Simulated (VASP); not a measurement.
# Ag (R-3m) in VASP: notebook

Ag is run at these levels: PBE; tasks: single point.

Program: VASP 6.6.1. These are calculated values, not measurements. Logs are shortened: lines on timing, memory, paths and dates and some standing lists are left out, and cuts for length are marked.

## Step 1: The cell of the first run

Symmetry: R-3m, No. 166, trigonal system. Conventional cell: a = 2.926 Å, b = 2.926 Å, c = 21.469 Å, α = 90.00°, β = 90.00°, γ = 120.00°. Ag (site symmetry 3m) has 12 Ag at 2.92 to 2.93 Å within 3.8 Å. Within 3.8 Å of Ag (site symmetry -3m) lie 12 Ag at 2.92 to 2.93 Å.

## Step 2: Single point, PBE

INCAR

```
  PREC = Accurate
  ENCUT = 520
  EDIFF = 1E-7
  ISMEAR = -1
  SIGMA = 0.05
  LREAL = F
  LASPH = T
  NELM = 80
  ALGO = Fast
  ISIF = 2
  LWAVE = F
  LCHARG = T
  GGA = PE
  LELF = T
  LVHAR = T
  NBANDS = 24
```

KPOINTS

```
regular mesh
0
Gamma
  10 10 10
```

POSCAR

```
Ag
1.0
    1.4631606428      0.8447561911      7.1562951873
   -1.4631606428      0.8447561911      7.1562951873
    0.0000000000     -1.6895123820      7.1562951873
Ag
3
Direct
    0.2222810000      0.2222810000      0.2222810000
    0.7777190000      0.7777190000      0.7777190000
    0.0000000000      0.0000000000      0.0000000000
```

Potentials or basis: VASP PAW PBE potentials, release 64 (Ag).

Run with:

```console
$ cat potpaw_PBE.64/Ag/POTCAR > POTCAR
$ mpirun -np 1 vasp_std > vasp.out
```

OUTCAR:

```text
PREC = Accurate
   ENCUT = 520
   EDIFF = 1E-7
   ISMEAR = -1
   LREAL = F
   LASPH = T
   NELM = 80
   ISIF = 2
   GGA = PE

 ion  position               nearest neighbor table
   1  0.222  0.222  0.222-   3 2.92   3 2.92   3 2.92   2 2.93   2 2.93   2 2.93
   2  0.778  0.778  0.778-   3 2.92   3 2.92   3 2.92   1 2.93   1 2.93   1 2.93
   3  0.000  0.000  0.000-   2 2.92   2 2.92   1 2.92   1 2.92   2 2.92   1 2.92

  LATTYP: Found a trigonal (rhomboedric) cell.
 ALAT       =     7.3530274647
 COS(alpha) =     0.9208079399

  Lattice vectors:

 A1 = (   1.4631606428,   0.8447561911,   7.1562951873)
 A2 = (  -1.4631606428,   0.8447561911,   7.1562951873)
 A3 = (   0.0000000000,  -1.6895123820,   7.1562951873)

Analysis of symmetry for initial positions (statically):
=====================================================================
 Subroutine PRICEL returns:
 Original cell was already a primitive cell.

 Routine SETGRP: Setting up the symmetry group for a
 trigonal (rhombohedral) supercell.

 Subroutine GETGRP returns: Found 12 space group operations
 (whereof 12 operations were pure point group operations)
 out of a pool of 12 trial point group operations.

The static configuration has the point symmetry D_3d.

Analysis of symmetry for dynamics (positions and initial velocities):
=====================================================================
 Subroutine PRICEL returns:
 Original cell was already a primitive cell.

 Routine SETGRP: Setting up the symmetry group for a
 trigonal (rhombohedral) supercell.

 Subroutine GETGRP returns: Found 12 space group operations
 (whereof 12 operations were pure point group operations)
 out of a pool of 12 trial point group operations.

The dynamic configuration has the point symmetry D_3d.

 Subroutine INISYM returns: Found 12 space group operations
 (whereof 12 operations are pure point group operations),
 and found     1 'primitive' translations

----------------------------------------------------------------------------------------

                                     Primitive cell

  volume of cell :      53.0717

  direct lattice vectors                    reciprocal lattice vectors
     1.463160643  0.844756191  7.156295187     0.341725977  0.197295585  0.046579036
    -1.463160643  0.844756191  7.156295187    -0.341725977  0.197295585  0.046579036
     0.000000000 -1.689512382  7.156295187     0.000000000 -0.394591169  0.046579036

  length of vectors
     7.353027465  7.353027465  7.353027465     0.397330842  0.397330842  0.397330842

  position of ions in fractional coordinates (direct lattice)
     0.222281000  0.222281000  0.222281000
     0.777719000  0.777719000  0.777719000
     0.000000000  0.000000000  0.000000000

  ion indices of the primitive-cell ions
   primitive index   ion index
                 1           1
                 2           2
                 3           3

----------------------------------------------------------------------------------------

 KPOINTS: regular mesh

Automatic generation of k-mesh.
 Grid dimensions read from file:
 generate k-points for:   10   10   10

 Generating k-lattice:

  Cartesian coordinates                     Fractional coordinates (reciprocal lattice)
     0.034172598  0.019729558  0.004657904     0.100000000  0.000000000  0.000000000
    -0.034172598  0.019729558  0.004657904     0.000000000  0.100000000  0.000000000
     0.000000000 -0.039459117  0.004657904    -0.000000000 -0.000000000  0.100000000

  Length of vectors
     0.039733084  0.039733084  0.039733084

  Shift w.r.t. Gamma in fractional coordinates (k-lattice)
     0.000000000  0.000000000  0.000000000

 Subroutine IBZKPT returns following result:
 ===========================================

 Found    116 irreducible k-points:

 Following reciprocal coordinates:
            Coordinates               Weight
  0.000000  0.000000  0.000000      1.000000
  0.100000 -0.000000 -0.000000      6.000000
  0.200000 -0.000000 -0.000000      6.000000
  0.300000  0.000000 -0.000000      6.000000
  0.400000 -0.000000 -0.000000      6.000000
  0.500000 -0.000000 -0.000000      3.000000
[... 16 lines left out ...]
  0.300000  0.300000 -0.000000      6.000000
  0.400000  0.300000 -0.000000     12.000000
 [... further k-points ...]
   k-points           NKPTS =    116   k-points in BZ     NKDIM =    116   number of bands    NBANDS=     24
   number of dos      NEDOS =    301   number of ions     NIONS =      3
   total plane-waves  NPLWV = 175616
   dimension x,y,z NGX =    56 NGY =   56 NGZ =   56
   dimension x,y,z NGXF=   112 NGYF=  112 NGZF=  112
   ions per type =               3
   NGX,Y,Z   is equivalent  to a cutoff of  12.66, 12.66, 12.66 a.u.
   NGXF,Y,Z  is equivalent  to a cutoff of  25.32, 25.32, 25.32 a.u.
 SYSTEM =  unknown system
   PREC   = accura    normal or accurate (medium, high low for compatibility)
   ISTART =      0    job   : 0-new  1-cont  2-samecut
   ICHARG =      2    charge: 1-file 2-atom 10-const
   ISPIN  =      1    spin polarized calculation?
   LNONCOLLINEAR =      F non collinear calculations
   LSORBIT =      F    spin-orbit coupling
   LASPH  =      T    aspherical Exc in radial PAW
   ENCUT  =  520.0 eV  38.22 Ry    6.18 a.u.  13.67 13.67 13.67*2*pi/ulx,y,z
   NELM   =     80;   NELMIN=  2; NELMDL= -5     # of ELM steps
   EDIFF  = 0.1E-06   stopping-criterion for ELM
   LREAL  =      F    real-space projection
   EDIFFG = 0.1E-05   stopping-criterion for IOM
   NSW    =      0    number of steps for IOM
   IBRION =     -1    ionic relax: 0-MD 1-quasi-New 2-CG
   NFREE  =      0    steps in history (QN), initial steepest desc. (CG)
   ISIF   =      2    stress and relaxation
   ISYM   =      2    0-nonsym 1-usesym 2-fastsym
   POTIM  = 0.5000    time-step for ionic-motion
   TEBEG  =    0.0;   TEEND  =   0.0 temperature during run
   PSTRESS=    0.0 pullay stress
   NELECT =      33.0000    total number of electrons
   NUPDOWN=      -1.0000    fix difference up-down
   EMIN   =  10.00;   EMAX   =-10.00  energy-range for DOS
   EFERMI =   0.00;   METHOD = LEGACY
   ISMEAR =    -1;   SIGMA  =   0.05  broadening in eV -4-tet -1-fermi 0-gaus
   EFERMI_NEDOS =   21; number of points for ismear=-14 and -15
   IALGO  =     68    algorithm
   IMIX   =      4    mixing-type and parameters
     AMIX     =   0.40;   BMIX     =  1.00
     AMIX_MAG =   1.60;   BMIX_MAG =  1.00
  volume/ion in A,a.u.               =      17.69       119.38
  Fermi-wavevector in a.u.,A,eV,Ry     =   1.397307  2.640527 26.564926  1.952467
  Thomas-Fermi vector in A             =   2.520576
   LORBIT       =      0    0 simple, 1 ext, 2 COOP (PROOUT), +10 PAW based schemes
   GGA     = PE    functional components
   LHFCALC =     F    Hartree Fock is set to
   AEXX    =    0.0000 exact exchange contribution
   IVDW    =     0    specifies the selected vdW correction
   LEPSILON=     F    determine dielectric tensor
   LRPA    =     F    only Hartree local field effects (RPA)
 non-spin polarized calculation
 RMM-DIIS sequential band-by-band and
  energy-cutoff  :      520.00
  volume of cell :       53.07
 maximum number of plane-waves:      1473
   NGX = 27   NGY = 27   NGZ = 27

 number of electron      33.0000001 magnetization

 Free energy of the ion-electron system (eV)
  ---------------------------------------------------
  ext. energy  EPLUGINS =         0.00000000
  ---------------------------------------------------
  free energy    TOTEN  =        -8.12746719 eV

  energy without entropy =       -8.11922211  energy(sigma->0) =       -8.12334465

 E-fermi :   7.8800     XC(G=0): -11.9890

 val. band max:        7.8762147025   @ k =  -0.3000   0.5000   0.2000
 cond. band min:       7.8810287749   @ k =  -0.2000  -0.3000   0.1000
 fundamental gap:      0.0048140724
 Fermi energy:         7.8800224438

 k-point     1 :       0.0000    0.0000    0.0000
  band No.  band energies     occupation
      1       0.4281      2.00000
      2       1.8779      2.00000
      3       1.8850      2.00000
      4       3.2445      2.00000
      5       3.2445      2.00000
      6       3.2611      2.00000
[... 16 lines left out ...]
     23      24.8780      0.00000
     24      26.0136      0.00000

 k-point     2 :       0.1000   -0.0000   -0.0000
  band No.  band energies     occupation
      1       0.6976      2.00000
      2       2.0577      2.00000
      3       2.0695      2.00000
      4       3.1421      2.00000
      5       3.1618      2.00000
      6       3.3520      2.00000
[... 16 lines left out ...]
     23      24.2133      0.00000
     24      24.6018      0.00000

 k-point     3 :       0.2000   -0.0000   -0.0000
  band No.  band energies     occupation
      1       1.4025      2.00000
      2       2.3733      2.00000
      3       2.4117      2.00000
      4       2.8107      2.00000
      5       2.9852      2.00000
      6       3.1354      2.00000
[... 16 lines left out ...]
     23      22.7025      0.00000
     24      23.2756      0.00000

 k-point     4 :       0.3000    0.0000   -0.0000
  band No.  band energies     occupation
      1       1.9469      2.00000
      2       2.2380      2.00000
      3       2.3511      2.00000
      4       2.5058      2.00000
      5       2.7006      2.00000
      6       3.3500      2.00000
[... 16 lines left out ...]
     23      20.2363      0.00000
     24      21.0895      0.00000

 k-point     5 :       0.4000   -0.0000   -0.0000
  band No.  band energies     occupation
      1       1.8365      2.00000
      2       2.0571      2.00000
      3       2.1488      2.00000
      4       2.3556      2.00000
      5       2.4436      2.00000
      6       3.2911      2.00000
[... 451 lines left out ...]
 k-point    22 :      -0.2000    0.2000    0.0000
  band No.  band energies     occupation
      1       2.3545      2.00000
      2       2.3588      2.00000
      3       2.5238      2.00000
      4       2.6928      2.00000
      5       2.9200      2.00000
      6       3.1158      2.00000
[... 16 lines left out ...]
     23      18.0586      0.00000
     24      18.4325      0.00000

 k-point    23 :       0.3000    0.3000   -0.0000
  band No.  band energies     occupation
      1       2.0243      2.00000
      2       2.1294      2.00000
      3       2.3313      2.00000
      4       2.6067      2.00000
      5       2.8078      2.00000
      6       3.0890      2.00000
[... 16 lines left out ...]
     23      20.2295      0.00000
     24      21.8094      0.00000

 k-point    24 :       0.4000    0.3000   -0.0000
  band No.  band energies     occupation
      1       2.0734      2.00000
      2       2.1468      2.00000
      3       2.3292      2.00000
      4       2.5073      2.00000
      5       2.8463      2.00000
      6       3.0632      2.00000
[... 16 lines left out ...]
     23      19.9372      0.00000
     24      20.8103      0.00000

 [... further k-points ...]
[... 5 lines left out ...]
  --------------------------------------------------------------------------------------
  -------------------------------------------------------------------------------------
  Total        0.4110574      0.4110574      0.2348380     -0.0000000      0.0000000      0.0000000
  in kB       12.4093831     12.4093831      7.0895074     -0.0000000      0.0000000      0.0000000
  external PRESSURE =      10.6360912 kB  Pullay stress =       0.0000000 kB

 VOLUME and BASIS-vectors are now :
 -----------------------------------------------------------------------------
  energy-cutoff  :      520.00
  volume of cell :       53.07
      direct lattice vectors                 reciprocal lattice vectors
     1.463160643  0.844756191  7.156295187     0.341725977  0.197295585  0.046579036
    -1.463160643  0.844756191  7.156295187    -0.341725977  0.197295585  0.046579036
     0.000000000 -1.689512382  7.156295187     0.000000000 -0.394591169  0.046579036

 POSITION                                       TOTAL-FORCE (eV/Angst)
 -----------------------------------------------------------------------------------
      0.00000      0.00000      4.77213         0.000000      0.000000      0.000511
      0.00000      0.00000     16.69676         0.000000     -0.000000     -0.000511
      0.00000      0.00000      0.00000         0.000000      0.000000      0.000000
 -----------------------------------------------------------------------------------
    total drift:                               -0.000000     -0.000000      0.000000

  FREE ENERGIE OF THE ION-ELECTRON SYSTEM (eV)
  ---------------------------------------------------
  free  energy   TOTEN  =        -8.1274671927 eV

  energy  without entropy=       -8.1192221060  energy(sigma->0) =       -8.12334465
```

It took 16 min on 1 thread of Intel Xeon 6975P-C (Granite Rapids), shared host; peak memory 0.47 GiB.

Results:

```yaml
Free_energy: -8.1275 eV
Pressure: 1.1 GPa
Band_gap_on_the_k_mesh: zero (an odd number of electrons rules out a gap without spin polarisation)
```

## Step 3: Single point, PBE

This run uses another cell than the first one, of 18.05 Å³/atom.

INCAR

```
ALGO = Fast ; EDIFF = 1E-6
ENCUT = 520 ; GGA = PE
ISIF = 2 ; ISMEAR = -1
LASPH = T ; LCHARG = F
LREAL = F ; LWAVE = F
NBANDS = 24 ; NELM = 100
PREC = Accurate ; SIGMA = 0.05
```

KPOINTS

```
k-points
0
Gamma
  10 10 10
```

POSCAR

```
Ag
1.0
    1.4730471633      0.8504641763      7.2046500000
   -1.4730471633      0.8504641763      7.2046500000
    0.0000000000     -1.7009283525      7.2046500000
Ag
3
Direct
    0.2222810000      0.2222810000      0.2222810000
    0.7777190000      0.7777190000      0.7777190000
    0.0000000000      0.0000000000      0.0000000000
```

Potentials or basis: VASP PAW PBE potentials, release 64 (Ag).

Run with:

```console
$ cat potpaw_PBE.64/Ag/POTCAR > POTCAR
$ mpirun -np 1 vasp_std > vasp.out
```

Run time: 12 min. Hardware: 1 thread of Intel Xeon 6975P-C (Granite Rapids), shared host; peak memory 0.47 GiB.

The run converged. Its results:

| Item | Value |
| --- | --- |
| Free energy | -8.1288 eV |
| Pressure | -0.7 GPa |
| Band gap on the k mesh | zero (an odd number of electrons rules out a gap without spin polarisation) |

Stress tensor (GPa, compression positive):
```
-0.55  0.00  0.00
 0.00 -0.55  0.00
 0.00  0.00 -1.07
```

Levels at points of the mesh, in eV from the Fermi level:
| k point | band 15 | band 16 | band 17 | band 18 | band 19 | band 20 |
| --- | --- | --- | --- | --- | --- | --- |
| (0.00, 0.00, 0.00) | -3.12 | -3.12 | -3.08 | -3.08 | 7.68 | 7.70 |
| (0.50, 0.00, 0.00) | -2.80 | 0.05 | 1.27 | 1.29 | 4.69 | 4.92 |
| (0.50, 0.50, 0.00) | -2.77 | 0.38 | 0.58 | 1.51 | 3.86 | 5.81 |
| (0.50, 0.50, 0.50) | -3.52 | -2.97 | -2.97 | -0.19 | 3.37 | 13.80 |

(Part 1 of 2 ends here.)

The gap in the log of VASP goes by the Fermi energy; the results here count the filled bands.